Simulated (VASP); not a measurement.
# Si3C3N8 (P-6) in VASP: further runs, part 2 of 2

VASP 6.6.1. The steps go on from the part before.

### Step 3. Single point, PBE

This run uses another cell than the first one, of 8.19 Å³/atom.

Contents of INCAR:

```
SYSTEM = Si3C3N8
PREC = Accurate
ENCUT = 520
EDIFF = 1E-7
ISMEAR = -1
SIGMA = 0.02
LREAL = .False.
LASPH = .True.
NELM = 80
ALGO = Normal
ISIF = 2
LWAVE = .False.
LCHARG = .False.
GGA = PE
NBANDS = 45
```

Contents of KPOINTS:

```
Automatic mesh
0
Gamma
  6 6 10
  0 0 0
```

Contents of POSCAR:

```
Si3C3N8
1.0
    7.0423915226     -0.0000000028      0.0000000000
   -3.5211957589      6.0988899633      0.0000000000
    0.0000000000      0.0000000000      2.6682892076
C Si N
3 3 8
Direct
    0.2366944638      0.8109222511      0.5000000000
    0.1890777489      0.4257722126      0.5000000000
    0.5742277874      0.7633055362      0.5000000000
    0.3905853112      0.2255703943      0.0000000000
    0.8349850832      0.6094146888      0.0000000000
    0.7744296057      0.1650149168      0.0000000000
    0.3333333333      0.6666666667      0.5000000000
    0.6666666667      0.3333333333      0.0000000000
    1.0023415523      0.6983309487      0.5000000000
    0.3103589817      0.9484037635      0.0000000000
    0.6380447818      0.6896410183      0.0000000000
    0.3016690513      0.3040106036      0.5000000000
    0.0515962365      0.3619552182      0.0000000000
    0.6959893964     -0.0023415523      0.5000000000
```

Potentials or basis: VASP PAW PBE potentials, release 64 (C, Si, N).

Run with:

```sh
$ cat potpaw_PBE.64/C/POTCAR potpaw_PBE.64/Si/POTCAR potpaw_PBE.64/N/POTCAR > POTCAR
$ mpirun -np 1 vasp_std > vasp.out
```

OUTCAR:

```text
SYSTEM = Si3C3N8
   PREC = Accurate
   ENCUT = 520
   EDIFF = 1E-7
   ISMEAR = -1
   LREAL = .False.
   LASPH = .True.
   NELM = 80
   ISIF = 2
   GGA = PE

 ion  position               nearest neighbor table
   1  0.237  0.811  0.500-   9 1.43   7 1.48  10 1.58  10 1.58
   2  0.189  0.426  0.500-  12 1.43   7 1.48  13 1.58  13 1.58
   3  0.574  0.763  0.500-  14 1.43   7 1.48  11 1.58  11 1.58
   4  0.391  0.226  0.000-  12 1.68  12 1.68   8 1.70  10 1.74   5 2.94   6 2.94
   5  0.835  0.609  0.000-   9 1.68   9 1.68   8 1.70  11 1.74   4 2.94   6 2.94
   6  0.774  0.165  0.000-  14 1.68  14 1.68   8 1.70  13 1.74   5 2.94   4 2.94
   7  0.333  0.667  0.500-   1 1.48   2 1.48   3 1.48
   8  0.667  0.333  0.000-   5 1.70   4 1.70   6 1.70
   9  0.002  0.698  0.500-   1 1.43   5 1.68   5 1.68
  10  0.310  0.948  0.000-   1 1.58   1 1.58   4 1.74
  11  0.638  0.690  0.000-   3 1.58   3 1.58   5 1.74
  12  0.302  0.304  0.500-   2 1.43   4 1.68   4 1.68
  13  0.052  0.362  0.000-   2 1.58   2 1.58   6 1.74
[... 1349 lines left out ...]
------------------------ aborting loop because EDIFF is reached ----------------------------------------

  FORCE on cell =-STRESS in cart. coord.  units (eV):
  Direction    XX          YY          ZZ          XY          YZ          ZX
  --------------------------------------------------------------------------------------
  -------------------------------------------------------------------------------------
  Total        4.2016540      4.2016540      3.7733837     -0.0000000      0.0000000      0.0000000
  in kB       58.7390621     58.7390621     52.7518499     -0.0000004      0.0000000      0.0000000
  external PRESSURE =      56.7433247 kB  Pullay stress =       0.0000000 kB

 VOLUME and BASIS-vectors are now :
 -----------------------------------------------------------------------------
  energy-cutoff  :      520.00
  volume of cell :      114.61
      direct lattice vectors                 reciprocal lattice vectors
     7.042391523 -0.000000003  0.000000000     0.141997217  0.081982132  0.000000000
    -3.521195759  6.098889963  0.000000000     0.000000000  0.163964263  0.000000000
     0.000000000  0.000000000  2.668289208     0.000000000  0.000000000  0.374771969

 POSITION                                       TOTAL-FORCE (eV/Angst)
 -----------------------------------------------------------------------------------
     -1.18852      4.94573      1.33414         0.030538      0.131715      0.000000
     -0.16767      2.59674      1.33414        -0.129337     -0.039411      0.000000
      1.35619      4.65532      1.33414         0.098800     -0.092304      0.000000
      1.95638      1.37573      0.00000         0.064097     -0.053121      0.000000
      3.73442      3.71675      0.00000        -0.078053     -0.028949     -0.000000
      4.87279      1.00641      0.00000         0.013956      0.082071      0.000000
      0.00000      4.06593      1.33414        -0.000000     -0.000000      0.000000
      3.52120      2.03296      0.00000        -0.000000     -0.000000      0.000000
     -2.44247      4.25904      1.33414         0.195029      0.175771     -0.000000
     -1.15385      5.78421      0.00000         0.052151     -0.159574      0.000000
      2.06500      4.20604      0.00000        -0.164271      0.034623     -0.000000
      1.05399      1.85413      1.33414        -0.249737      0.081015      0.000000
     -0.91115      2.20753      0.00000         0.112120      0.124951     -0.000000
      1.38848      6.08461      1.33414         0.054707     -0.256786      0.000000
 -----------------------------------------------------------------------------------
    total drift:                                0.000003      0.000005      0.000000

  FREE ENERGIE OF THE ION-ELECTRON SYSTEM (eV)
  ---------------------------------------------------
  free  energy   TOTEN  =      -111.2179033415 eV

  energy  without entropy=     -111.2179033415  energy(sigma->0) =     -111.21790334
```

stdout:

```text
POSCAR found type information on POSCAR C SiN
 POSCAR found :  3 types and      14 ions
 scaLAPACK will be used
 LDA part: xc-table for (Slater+PW92), standard interpolation
 POSCAR, INCAR and KPOINTS ok, starting setup
 FFT: planning ... GRIDC
 FFT: planning ... GRID_SOFT
 FFT: planning ... GRID
 WAVECAR not read
 entering main loop
```

It took 4.7 min on 1 thread of Intel Xeon Platinum 8124M at 3.00GHz (Skylake/Cascade Lake), shared host; peak memory 0.34 GiB.

What came out:

* Free energy: -111.2179 eV
* Pressure: 5.7 GPa
* Largest force: 0.263 eV/Å
* Band gap on the k mesh: 2.30 eV (least direct gap 2.49 eV)

Forces on the atoms (eV/Å):
```
C    0.031  0.132  0.000
C   -0.129 -0.039  0.000
C    0.099 -0.092  0.000
Si   0.064 -0.053  0.000
Si  -0.078 -0.029  0.000
Si   0.014  0.082  0.000
N    0.000  0.000  0.000
N    0.000  0.000  0.000
N    0.195  0.176  0.000
N    0.052 -0.160  0.000
N   -0.164  0.035  0.000
N   -0.250  0.081  0.000
N    0.112  0.125  0.000
N    0.055 -0.257  0.000
```

Levels at points of the mesh, in eV from the valence-band top:
```
           k point  band 29  band 30  band 31  band 32  band 33  band 34  band 35  band 36
(0.00, 0.00, 0.00)    -1.25    -0.59    -0.34    -0.19     2.30     2.66     2.66     4.78
(0.50, 0.00, 0.00)    -1.49    -0.66    -0.43    -0.28     2.69     2.73     2.81     4.89
(0.00, 0.00, 0.50)    -2.18    -1.75    -1.75    -1.40     2.82     2.82     5.22     5.22
(0.50, 0.00, 0.50)    -1.99    -1.73    -1.51    -1.03     2.58     3.38     4.45     5.39
```

Caveat: the cell stands under pressure. A k mesh can miss the band edges.

### Step 4. Single point, r2SCAN

This run uses another cell than the first one, of 8.19 Å³/atom.

POSCAR is that of step 3.

Contents of INCAR.step1:

```
ALGO = Normal
EDIFF = 1E-4
ENCUT = 520
GGA = PE
ISMEAR = -1
LASPH = T
LCHARG = F
LREAL = F
LWAVE = T
NBANDS = 45
NELM = 100
PREC = Accurate
SIGMA = 0.02
```

Contents of INCAR.step2:

```
ALGO = Normal
EDIFF = 1E-7
ENCUT = 520
ISIF = 2
ISMEAR = -1
ISTART = 1
LASPH = T
LCHARG = F
LMIXTAU = T
LREAL = F
LWAVE = F
METAGGA = R2SCAN
NBANDS = 45
NELM = 100
PREC = Accurate
SIGMA = 0.02
```

Contents of KPOINTS:

```
k-points
0
Gamma
  6 6 8
```

Run with:

```sh
$ cat potpaw_PBE.64/C/POTCAR potpaw_PBE.64/Si/POTCAR potpaw_PBE.64/N/POTCAR > POTCAR
$ cp INCAR.step1 INCAR
$ mpirun -np 1 vasp_std > vasp.out
$ cp INCAR.step2 INCAR
$ mpirun -np 1 vasp_std > vasp.out
```

Run time: 12 min. Hardware: 1 thread of Intel Xeon Platinum 8124M at 3.00GHz (Skylake/Cascade Lake), shared host; peak memory 0.34 GiB.

It converged, with:

| Property | Result |
| --- | --- |
| Free energy | -131.5992 eV |
| Pressure | 0.3 GPa |
| Largest force | 0.100 eV/Å |
| Band gap on the k mesh | 2.67 eV (least direct gap 2.85 eV) |

Forces in eV/Å, atoms in the order of the input:
```
C    0.018  0.040  0.000
C   -0.044 -0.004  0.000
C    0.025 -0.036  0.000
Si  -0.004 -0.004  0.000
Si  -0.002  0.005  0.000
Si   0.005 -0.001  0.000
N    0.000  0.000  0.000
N    0.000  0.000  0.000
N   -0.091 -0.043  0.000
N   -0.003  0.053  0.000
N    0.048 -0.024  0.000
N    0.082 -0.057  0.000
N   -0.045 -0.029  0.000
N    0.008  0.100  0.000
```

Levels at points of the mesh, in eV from the valence-band top:
```csv
k point,band 28,band 29,band 30,band 31,band 32,band 33,band 34,band 35,band 36,band 37
"(0.00, 0.00, 0.00)",-1.28,-1.28,-0.60,-0.38,-0.18,2.67,3.04,3.04,5.28,5.87
"(0.50, 0.00, 0.00)",-1.80,-1.53,-0.69,-0.45,-0.27,3.06,3.12,3.21,5.43,5.83
"(0.00, 0.00, 0.50)",-2.26,-2.26,-1.83,-1.83,-1.46,3.34,3.34,5.82,5.82,5.94
"(0.50, 0.00, 0.50)",-2.24,-2.06,-1.79,-1.58,-1.09,3.05,3.95,4.97,5.95,6.44
```

Caveat: the PAW data sets were made with another functional, which shifts forces and pressure a little. A k mesh can miss the band edges.

### Step 5. The runs side by side

```tsv
level	cell	k mesh	gap on the mesh (eV)	pressure (GPa)	largest force (eV/Å)
PBE	a = 7.084, b = 7.084, c = 2.683 Å, angles 90.0, 90.0, 120.0°, 14 atoms, atomic positions A	6 × 6 × 8	2.21	-0.1	0.06
PBE	a = 7.042, b = 7.042, c = 2.668 Å, angles 90.0, 90.0, 120.0°, 14 atoms, atomic positions B	6 × 6 × 10	2.30	5.7	0.26
r2SCAN	a = 7.042, b = 7.042, c = 2.668 Å, angles 90.0, 90.0, 120.0°, 14 atoms, atomic positions B	6 × 6 × 8	2.67	0.3	0.10
```

Alike in all rows: task single point; potentials or basis VASP PAW PBE potentials, release 64 (C, Si, N); no spin polarisation; cutoff (eV) 520; smearing fermi-dirac 0.02 eV.

Caveats: the cell stands under pressure (at least some runs); the PAW data sets were made with another functional, which shifts forces and pressure a little (at least some runs).

Absolute energies hang on the potentials; compare differences alone.
